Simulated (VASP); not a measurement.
Crystal: Ca2SeO.

```
O Ca Se
1.0
     3.79883    0.00000    0.00000
     0.00000    3.79883    0.00000
     0.00000    0.00000    5.37236
O Ca Se
1 2 1
Direct
  0.00000 0.00000 0.00000
  0.00000 0.00000 0.50000
  0.50000 0.50000 0.00000
  0.50000 0.50000 0.50000
```

```yaml
Program: VASP 6.6.1
Task: relaxation of cell and atoms
Functional: PBE
Potentials_or_basis: VASP PAW PBE potentials, release 64 (O, Ca_sv, Se)
Cutoff: 600 eV
k_mesh: 6 × 6 × 4
Occupations: fermi-dirac, width 0.02 eV
Spin: no spin polarisation
```

At the start: pressure 6.3 GPa; volume 19.38 Å³/atom.

Question: Where does the relaxation end?

Answer: Over 3 steps the energy falls by 31.7 meV/atom and the volume is 21.12 Å³/atom (+9.0 %); space group P4/mmm (No. 123, to 0.1 Å) before and after.

Step by step:
| step | energy change (eV) | largest force (eV/Å) | pressure (GPa) | volume (Å³) |
| --- | --- | --- | --- | --- |
| 1 | 0.0000 | 0.0000 | 6.27 | 77.53 |
| 2 | -0.1196 | 0.0000 | -1.26 | 86.36 |
| 3 | -0.1269 | 0.0000 | 0.01 | 84.49 |

Final structure:
```
O Ca Se
1.0
     3.90776    0.00000    0.00000
     0.00000    3.90776    0.00000
     0.00000    0.00000    5.53254
O Ca Se
1 2 1
Direct
  0.00000 0.00000 0.00000
  0.00000 0.00000 0.50000
  0.50000 0.50000 0.00000
  0.50000 0.50000 0.50000
```
